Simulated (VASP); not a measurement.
## HfGe: relaxation of cell and atoms with HSE06

Crystal: HfGe.

```xyz
2
Lattice="3.5008 0.0000 0.0000 0.0000 3.5008 0.0000 0.0000 0.0000 3.5008" Properties=species:S:1:pos:R:3 pbc="T T T"
Hf    0.0000    0.0000    0.0000
Ge    1.7504    1.7504    1.7504
```

```yaml
Program: VASP 6.6.1
Task: relaxation of cell and atoms
Functional: HSE06
Potentials_or_basis: VASP PAW PBE potentials, release 64 (Hf_pv, Ge_d)
Cutoff: 600 eV
k_mesh: 4 × 4 × 4
Occupations: fermi-dirac, width 0.05 eV
Spin: no spin polarisation
Dipole_correction: no
Grid_for_exact_exchange_PRECFOCK: Normal
Further_INCAR_settings: ALGO = Normal; EDIFF = 1e-06; IBRION = 2; EDIFFG = -0.01; NSW = 60; ISIF = 3
Share_of_exact_exchange: 0.25
Screening_parameter: 0.2079 1/Å
```

```
Relaxed volume                        : 18.78 Å³/atom
Relaxed cell                          : a = 3.349 Å, b = 3.349 Å, c = 3.349 Å, α = 90.00°, β = 90.00°, γ = 90.00°
Space group after relaxing (to 0.1 Å) : Pm-3m (No. 221)
Energy gained by relaxing             : 117.8 meV/atom
Ionic steps                           : 6
Pressure after relaxing               : 0.1 GPa
Band gap on the k mesh                : zero (bands 12 and 13 overlap by 2.50 eV)
```

The path:
```tsv
step	energy change (eV)	largest force (eV/Å)	pressure (GPa)	volume (Å³)
1	0.0000	0.0000	-12.45	42.91
2	-0.0194	0.0000	18.48	33.36
3	-0.2357	0.0000	-0.24	37.61
4	-0.2357	0.0000	0.28	37.51
5	-0.2356	0.0000	-0.42	37.67
6	-0.2357	0.0000	0.06	37.56
```

Final structure:
```yaml
crystal:
  lattice:
    - [3.34905, 0.00000, 0.00000]
    - [0.00000, 3.34905, 0.00000]
    - [0.00000, 0.00000, 3.34905]
  atoms:
    - { symbol: Hf, position: [0.00000, 0.00000, 0.00000] }
    - { symbol: Ge, position: [0.50000, 0.50000, 0.50000] }
```

Levels at points of the mesh, in eV from the Fermi level:
| k point | band 10 | band 11 | band 12 | band 13 | band 14 | band 15 |
| --- | --- | --- | --- | --- | --- | --- |
| (0.00, 0.00, 0.00) | -2.00 | -2.00 | 2.01 | 2.01 | 2.01 | 4.14 |
| (0.50, 0.00, 0.00) | -7.48 | -0.95 | -0.49 | -0.49 | 4.52 | 5.56 |
| (0.50, 0.50, 0.00) | -3.75 | -3.75 | -2.30 | 2.00 | 2.00 | 4.36 |
| (0.50, 0.50, 0.50) | -5.10 | -5.10 | -5.10 | 3.80 | 3.80 | 3.80 |

Wall time 61 min on 1 thread of Intel(R) Xeon(R) Platinum 8488C (Sapphire Rapids), on a shared host, peak memory 0.3 GiB.

Caveat: the k points lie up to 0.47 Å⁻¹ apart in the final cell, too coarse for converged energies and pressures of a metal; the PAW data sets were made with another functional, which shifts forces and pressure a little; spin-orbit coupling is left out, which moves the levels of the heavy elements.
